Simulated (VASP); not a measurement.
# SiC (Moissanite 3C) (F-43m) in VASP: vibrations by perturbation theory with PBE

Aim: the vibrations by perturbation theory of SiC (Moissanite 3C) with PBE.

Everything below comes from runs of VASP 6.6.1. Logs are shortened: lines on timing, memory, paths and dates and some standing lists are left out, and cuts for length are marked.

**1. The cell of the first run**

It takes space group F-43m (No. 216, cubic). The conventional cell has a = 4.358 Å, b = 4.358 Å, c = 4.358 Å, α = 90.00°, β = 90.00°, γ = 90.00°. Within 2.5 Å of Si (site symmetry -43m) lie 4 C at 1.89 Å. Within 2.5 Å of C (site symmetry -43m) lie 4 Si at 1.89 Å.

**2. Vibrations by perturbation theory, PBE**

INCAR

```
PREC = Accurate
ENCUT = 520
EDIFF = 1E-8
ISMEAR = -1
SIGMA = 0.02
LREAL = False
LASPH = True
NELM = 100
ALGO = Normal
ISIF = 2
LWAVE = False
LCHARG = True
GGA = PE
NBANDS = 11
IBRION = 8
NSW = 1
```

KPOINTS

```
Automatic mesh
0
Gamma
  4 4 4
```

POSCAR

```
SiC
1.0
    0.0000000000      2.1790000000      2.1790000000
    2.1790000000      0.0000000000      2.1790000000
    2.1790000000      2.1790000000      0.0000000000
Si C
1 1
Direct
    0.0000000000      0.0000000000      0.0000000000
    0.2500000000      0.2500000000      0.2500000000
```

Potentials or basis: VASP PAW PBE potentials, release 64 (Si, C).

Command:

```bash
cat potpaw_PBE.64/Si/POTCAR potpaw_PBE.64/C/POTCAR > POTCAR
mpirun -np 1 vasp_std > vasp.out
```

OUTCAR:

```text
PREC = Accurate
   ENCUT = 520
   EDIFF = 1E-8
   ISMEAR = -1
   LREAL = False
   LASPH = True
   NELM = 100
   ISIF = 2
   GGA = PE
   IBRION = 8
   NSW = 1

 ion  position               nearest neighbor table
   1  0.000  0.000  0.000-   2 1.89   2 1.89   2 1.89   2 1.89
   2  0.250  0.250  0.250-   1 1.89   1 1.89   1 1.89   1 1.89

  LATTYP: Found a face centered cubic cell.
 ALAT       =     4.3580000000

  Lattice vectors:

 A1 = (   0.0000000000,   2.1790000000,   2.1790000000)
 A2 = (   2.1790000000,   0.0000000000,   2.1790000000)
 A3 = (   2.1790000000,   2.1790000000,   0.0000000000)

Analysis of symmetry for initial positions (statically):
=====================================================================
 Subroutine PRICEL returns:
 Original cell was already a primitive cell.

 Routine SETGRP: Setting up the symmetry group for a
 face centered cubic supercell.

 Subroutine GETGRP returns: Found 24 space group operations
 (whereof 24 operations were pure point group operations)
 out of a pool of 48 trial point group operations.

The static configuration has the point symmetry T_d .

Analysis of symmetry for dynamics (positions and initial velocities):
=====================================================================
 Subroutine PRICEL returns:
 Original cell was already a primitive cell.

 Routine SETGRP: Setting up the symmetry group for a
 face centered cubic supercell.

 Subroutine GETGRP returns: Found 24 space group operations
 (whereof 24 operations were pure point group operations)
 out of a pool of 48 trial point group operations.

The dynamic configuration has the point symmetry T_d .

 Subroutine INISYM returns: Found 24 space group operations
 (whereof 24 operations are pure point group operations),
 and found     1 'primitive' translations

----------------------------------------------------------------------------------------

                                     Primitive cell

  volume of cell :      20.6920

  direct lattice vectors                    reciprocal lattice vectors
     0.000000000  2.179000000  2.179000000    -0.229463056  0.229463056  0.229463056
     2.179000000  0.000000000  2.179000000     0.229463056 -0.229463056  0.229463056
[... 249 lines left out ...]
  energy-cutoff  :      520.00
  volume of cell :       20.69
      direct lattice vectors                 reciprocal lattice vectors
     0.000000000  2.179000000  2.179000000    -0.229463056  0.229463056  0.229463056
     2.179000000  0.000000000  2.179000000     0.229463056 -0.229463056  0.229463056
     2.179000000  2.179000000  0.000000000     0.229463056  0.229463056 -0.229463056

 POSITION                                       TOTAL-FORCE (eV/Angst)
 -----------------------------------------------------------------------------------
      0.00000      0.00000      0.00000        -0.000000     -0.000000     -0.000000
      1.08950      1.08950      1.08950         0.000000      0.000000      0.000000
 -----------------------------------------------------------------------------------
    total drift:                                0.000000      0.000000      0.000000

  FREE ENERGIE OF THE ION-ELECTRON SYSTEM (eV)
  ---------------------------------------------------
  free  energy   TOTEN  =       -14.9318217201 eV

  energy  without entropy=      -14.9318217201  energy(sigma->0) =      -14.93182172

[... ionic steps 2 to 3 ...]

--------------------------------------- Ionic step        4  -------------------------------------------

------------------------ aborting loop because EDIFF is reached ----------------------------------------

[... ionic steps 5 to 6 ...]

--------------------------------------- Ionic step        7  -------------------------------------------

 Free energy of the ion-electron system (eV)
  ---------------------------------------------------
  ---------------------------------------------------
  free energy    TOTEN  =        -0.12605994 eV

  energy without entropy =       -0.12605994

------------------------ aborting loop because EDIFF is reached ----------------------------------------

 INTERNAL STRAIN TENSOR  FOR ION    2  DIRECTION 1   (eV/Angst):
 -----------------------------------------------------------------------------
    -0.02775  0.00000  0.00000
     0.00000  0.01260 -7.69802
     0.00000 -7.69802  0.01260

 INTERNAL STRAIN TENSOR FOR ION    2 for displacements in x,y,z  (eV/Angst):
          X           Y           Z          XY          YZ          ZX
  --------------------------------------------------------------------------------
  x     0.00000     0.00000     0.00000     0.00000    -7.69802     0.00000
  y     0.00000     0.00000     0.00000     0.00000     0.00000    -7.69802
  z     0.00000     0.00000     0.00000    -7.69802     0.00000     0.00000

 SECOND DERIVATIVES (NOT SYMMETRIZED)
 ------------------------------------
               1X          1Y          1Z          2X          2Y          2Z
  1X   -19.335240    0.000000    0.000000   19.335240    0.000000    0.000000
  1Y     0.000000  -19.335240    0.000000    0.000000   19.335240    0.000000
  1Z     0.000000    0.000000  -19.335240    0.000000    0.000000   19.335240
  2X    19.339528    0.000000    0.000000  -19.339528    0.000000    0.000000
  2Y     0.000000   19.339528    0.000000    0.000000  -19.339528    0.000000
  2Z     0.000000    0.000000   19.339528    0.000000    0.000000  -19.339528

 Eigenvectors and eigenvalues of the dynamical matrix
 ----------------------------------------------------

   1 f  =   23.701889 THz   148.923362 2PiTHz  790.609925 cm-1    98.023094 meV
             X         Y         Z           dx          dy          dz
      0.000000  0.000000  0.000000    -0.547275    0.000000    0.000000
      1.089500  1.089500  1.089500     0.836953    0.000000    0.000000
[... 21 lines left out ...]
   6 f/i=    0.001204 THz     0.007563 2PiTHz    0.040152 cm-1     0.004978 meV
             X         Y         Z           dx          dy          dz
      0.000000  0.000000  0.000000    -0.836953    0.000000    0.000000
      1.089500  1.089500  1.089500    -0.547275    0.000000    0.000000

--------------------------------------------------------------------------------------------------------

 ELASTIC MODULI CONTR FROM IONIC RELAXATION (kBar)
 Direction    XX          YY          ZZ          XY          YZ          ZX
 --------------------------------------------------------------------------------
 XX          -0.0000     -0.0000     -0.0000      0.0000      0.0000      0.0000
 YY          -0.0000     -0.0000     -0.0000      0.0000      0.0000      0.0000
 ZZ          -0.0000     -0.0000     -0.0000      0.0000      0.0000      0.0000
 XY           0.0000      0.0000      0.0000   -215.2842      0.0000      0.0000
 YZ           0.0000      0.0000      0.0000      0.0000   -215.2842      0.0000
 ZX           0.0000      0.0000      0.0000      0.0000      0.0000   -215.2842
 --------------------------------------------------------------------------------
```

stdout:

```text
POSCAR found type information on POSCAR SiC
 POSCAR found :  2 types and       2 ions
 scaLAPACK will be used
 LDA part: xc-table for (Slater+PW92), standard interpolation
 POSCAR, INCAR and KPOINTS ok, starting setup
 FFT: planning ... GRIDC
 FFT: planning ... GRID_SOFT
 FFT: planning ... GRID
 WAVECAR not read
 entering main loop
 Linear response reoptimize wavefunctions to high precision
 Linear response DOF=           2
 Linear response progress:
 first order change of Fermi-energy  -0.10980E+01
 force on displaced ion       1 direction 1 : -19.335  -0.000  -0.000
 Linear response progress:
 first order change of Fermi-energy   0.10981E+01
 force on displaced ion       2 direction 1 : -19.340   0.000   0.000
 Linear response finished
```

Run time: 18 s. Hardware: 1 thread of Intel Xeon Platinum 8488C (Sapphire Rapids), shared host; peak memory 0.14 GiB.

What came out:

| Quantity | Value |
| --- | --- |
| Highest phonon frequency at Γ, LO-TO splitting left out | 791 cm⁻¹ |

Phonon frequencies in cm⁻¹ (negative: imaginary):
| q point | frequencies |
| --- | --- |
| (0.000, 0.000, 0.000) | 0 0 0 791 791 791 |

Caveat: the k points lie up to 0.62 Å⁻¹ apart; the cell wasn't relaxed at this level first, which shifts response properties.
